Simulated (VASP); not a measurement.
# SnO2 in VASP: settings compared

Aim: see how the results for SnO2 move with the level of theory and the settings. Levels: PBE, PBEsol. Tasks: single point.

Program: VASP 6.6.1. These are calculated values, not measurements. Logs are shortened: lines on timing, memory, paths and dates and some standing lists are left out, and cuts for length are marked.

### 1 The cell of the first run

Symmetry: P4_2/mnm, No. 136, tetragonal system. The conventional cell has a = 4.828 Å, b = 4.828 Å, c = 3.239 Å, α = 90.00°, β = 90.00°, γ = 90.00°. Within 2.8 Å of Sn (site symmetry mmm) lie 6 O at 2.09 Å. Within 2.8 Å of O (site symmetry m2m) lie 3 Sn at 2.09 Å and 1 O at 2.64 Å.

### 2 Single point, PBE

Contents of INCAR:

```
PREC = Accurate ; ENCUT = 520
EDIFF = 1E-6 ; ISMEAR = -1
SIGMA = 0.05 ; LREAL = False
LASPH = True ; NELM = 80
ALGO = Normal ; ISIF = 2
LWAVE = False ; LCHARG = False
GGA = PE ; NBANDS = 35
```

Contents of KPOINTS:

```
regular mesh
0
Gamma
  6 6 8
```

Contents of POSCAR:

```
SnO2
1.0
    4.8278474418      0.0000000000      0.0000000000
    0.0000000000      4.8278474418      0.0000000000
    0.0000000000      0.0000000000      3.2393131164
Sn O
2 4
Direct
    0.5000000000      0.5000000000      0.5000000000
    0.0000000000      0.0000000000      0.0000000000
    0.8065962529      0.1934037471      0.5000000000
    0.6934037471      0.6934037471      0.0000000000
    0.1934037471      0.8065962529      0.5000000000
    0.3065962529      0.3065962529      0.0000000000
```

Potentials or basis: VASP PAW PBE potentials, release 64 (Sn_d, O).

The run is started by

```sh
> cat potpaw_PBE.64/Sn_d/POTCAR potpaw_PBE.64/O/POTCAR > POTCAR
> mpirun -np 1 vasp_std > vasp.out
```

OUTCAR:

```text
PREC = Accurate
   ENCUT = 520
   EDIFF = 1E-6
   ISMEAR = -1
   LREAL = False
   LASPH = True
   NELM = 80
   ISIF = 2
   GGA = PE

 ion  position               nearest neighbor table
   1  0.500  0.500  0.500-   4 2.09   6 2.09   4 2.09   6 2.09   5 2.09   3 2.09
   2  0.000  0.000  0.000-   3 2.09   5 2.09   3 2.09   5 2.09   4 2.09   6 2.09
   3  0.807  0.193  0.500-   2 2.09   2 2.09   1 2.09
   4  0.693  0.693  0.000-   1 2.09   1 2.09   2 2.09
   5  0.193  0.807  0.500-   2 2.09   2 2.09   1 2.09
   6  0.307  0.307  0.000-   1 2.09   1 2.09   2 2.09

  LATTYP: Found a simple tetragonal cell.
 ALAT       =     4.8278474418
 C/A-ratio  =     0.6709642663

  Lattice vectors:

 A1 = (   4.8278474418,   0.0000000000,   0.0000000000)
 A2 = (   0.0000000000,   4.8278474418,   0.0000000000)
 A3 = (   0.0000000000,   0.0000000000,   3.2393131164)

Analysis of symmetry for initial positions (statically):
=====================================================================
 Subroutine PRICEL returns:
 Original cell was already a primitive cell.

 Routine SETGRP: Setting up the symmetry group for a
 simple tetragonal supercell.

 Subroutine GETGRP returns: Found 16 space group operations
 (whereof  8 operations were pure point group operations)
 out of a pool of 16 trial point group operations.

The static configuration has the point symmetry D_2h.
 The point group associated with its full space group is D_4h.

Analysis of symmetry for dynamics (positions and initial velocities):
=====================================================================
 Subroutine PRICEL returns:
 Original cell was already a primitive cell.

 Routine SETGRP: Setting up the symmetry group for a
 simple tetragonal supercell.

 Subroutine GETGRP returns: Found 16 space group operations
 (whereof  8 operations were pure point group operations)
 out of a pool of 16 trial point group operations.

The dynamic configuration has the point symmetry D_2h.
 The point group associated with its full space group is D_4h.

 Subroutine INISYM returns: Found 16 space group operations
 (whereof  8 operations are pure point group operations),
 and found     1 'primitive' translations

----------------------------------------------------------------------------------------

                                     Primitive cell

  volume of cell :      75.5023

  direct lattice vectors                    reciprocal lattice vectors
     4.827847442  0.000000000  0.000000000     0.207131649  0.000000000  0.000000000
     0.000000000  4.827847442  0.000000000     0.000000000  0.207131649  0.000000000
[... 98 lines left out ...]
   NFREE  =      0    steps in history (QN), initial steepest desc. (CG)
   ISIF   =      2    stress and relaxation
   ISYM   =      2    0-nonsym 1-usesym 2-fastsym
   POTIM  = 0.5000    time-step for ionic-motion
   TEBEG  =    0.0;   TEEND  =   0.0 temperature during run
   PSTRESS=    0.0 pullay stress
   NELECT =      52.0000    total number of electrons
   NUPDOWN=      -1.0000    fix difference up-down
   EMIN   =  10.00;   EMAX   =-10.00  energy-range for DOS
   EFERMI =   0.00;   METHOD = LEGACY
   ISMEAR =    -1;   SIGMA  =   0.05  broadening in eV -4-tet -1-fermi 0-gaus
   EFERMI_NEDOS =   21; number of points for ismear=-14 and -15
   IALGO  =     38    algorithm
   IMIX   =      4    mixing-type and parameters
     AMIX     =   0.40;   BMIX     =  1.00
     AMIX_MAG =   1.60;   BMIX_MAG =  1.00
  volume/ion in A,a.u.               =      12.58        84.92
  Fermi-wavevector in a.u.,A,eV,Ry     =   1.445737  2.732047 28.438289  2.090155
  Thomas-Fermi vector in A             =   2.563885
   LORBIT       =      0    0 simple, 1 ext, 2 COOP (PROOUT), +10 PAW based schemes
   GGA     = PE    functional components
   LHFCALC =     F    Hartree Fock is set to
   AEXX    =    0.0000 exact exchange contribution
   IVDW    =     0    specifies the selected vdW correction
   LEPSILON=     F    determine dielectric tensor
   LRPA    =     F    only Hartree local field effects (RPA)
 non-spin polarized calculation
  energy-cutoff  :      520.00
  volume of cell :       75.50
 maximum number of plane-waves:      2068
 NGX is ok and might be reduce to    36
   NGX = 17   NGY = 17   NGZ = 13

 number of electron      52.0000001 magnetization

 Free energy of the ion-electron system (eV)
  ---------------------------------------------------
  ext. energy  EPLUGINS =         0.00000000
  ---------------------------------------------------
  free energy    TOTEN  =       -37.31122969 eV

  energy without entropy =      -37.31121968  energy(sigma->0) =      -37.31122469

 E-fermi :   5.8703     XC(G=0): -10.9733

 val. band max:        5.5253489780   @ k =   0.0000   0.0000   0.0000
 cond. band min:       6.1879131482   @ k =   0.0000   0.0000   0.0000
 fundamental gap:      0.6625641702
 Fermi energy:         5.8702786497

 k-point     1 :       0.0000    0.0000    0.0000
  band No.  band energies     occupation
      1     -15.5092      2.00000
      2     -14.8460      2.00000
      3     -14.6538      2.00000
      4     -14.6266      2.00000
      5     -14.6266      2.00000
      6     -14.5612      2.00000
[... 901 lines left out ...]
     34      17.5063      0.00000
     35      17.7906      0.00000

 [... further k-points ...]

------------------------ aborting loop because EDIFF is reached ----------------------------------------

  FORCE on cell =-STRESS in cart. coord.  units (eV):
  Direction    XX          YY          ZZ          XY          YZ          ZX
  --------------------------------------------------------------------------------------
  -------------------------------------------------------------------------------------
  Total        0.2056135      0.2056135      0.3044332      0.0000000      0.0000000      0.0000000
  in kB        4.3631697      4.3631697      6.4601509      0.0000000      0.0000000      0.0000000
  external PRESSURE =       5.0621634 kB  Pullay stress =       0.0000000 kB

 VOLUME and BASIS-vectors are now :
 -----------------------------------------------------------------------------
  energy-cutoff  :      520.00
  volume of cell :       75.50
      direct lattice vectors                 reciprocal lattice vectors
     4.827847442  0.000000000  0.000000000     0.207131649  0.000000000  0.000000000
     0.000000000  4.827847442  0.000000000     0.000000000  0.207131649  0.000000000
     0.000000000  0.000000000  3.239313116     0.000000000  0.000000000  0.308707422

 POSITION                                       TOTAL-FORCE (eV/Angst)
 -----------------------------------------------------------------------------------
      2.41392      2.41392      1.61966         0.000000      0.000000     -0.000000
      0.00000      0.00000      0.00000         0.000000      0.000000     -0.000000
      3.89412      0.93372      1.61966        -0.011770      0.011770     -0.000000
      3.34765      3.34765      0.00000         0.011770      0.011770     -0.000000
      0.93372      3.89412      1.61966         0.011770     -0.011770      0.000000
      1.48020      1.48020      0.00000        -0.011770     -0.011770      0.000000
 -----------------------------------------------------------------------------------
    total drift:                                0.000000      0.000000      0.000000

  FREE ENERGIE OF THE ION-ELECTRON SYSTEM (eV)
  ---------------------------------------------------
  free  energy   TOTEN  =       -37.3112296942 eV

  energy  without entropy=      -37.3112196783  energy(sigma->0) =      -37.31122469
```

stdout:

```text
POSCAR found type information on POSCAR SnO
 POSCAR found :  2 types and       6 ions
 scaLAPACK will be used
 LDA part: xc-table for (Slater+PW92), standard interpolation
 POSCAR, INCAR and KPOINTS ok, starting setup
 FFT: planning ... GRIDC
 FFT: planning ... GRID_SOFT
 FFT: planning ... GRID
 WAVECAR not read
 entering main loop
```

Wall time 57 s (1 thread of Intel Xeon 6975P-C (Granite Rapids), shared host); peak memory 0.24 GiB.

Results:

* Free energy: -37.3112 eV
* Pressure: 0.5 GPa
* Largest force: 0.017 eV/Å
* Band gap on the k mesh: 0.66 eV

Forces on the atoms (eV/Å):
```
Sn   0.000  0.000  0.000
Sn   0.000  0.000  0.000
O   -0.012  0.012  0.000
O    0.012  0.012  0.000
O    0.012 -0.012  0.000
O   -0.012 -0.012  0.000
```

Caveat: spin-orbit coupling is left out, which moves the levels of the heavy elements. A hybrid or GW would open this gap; PBE tends to underestimate it.

(Continued in part 2 of 3.)
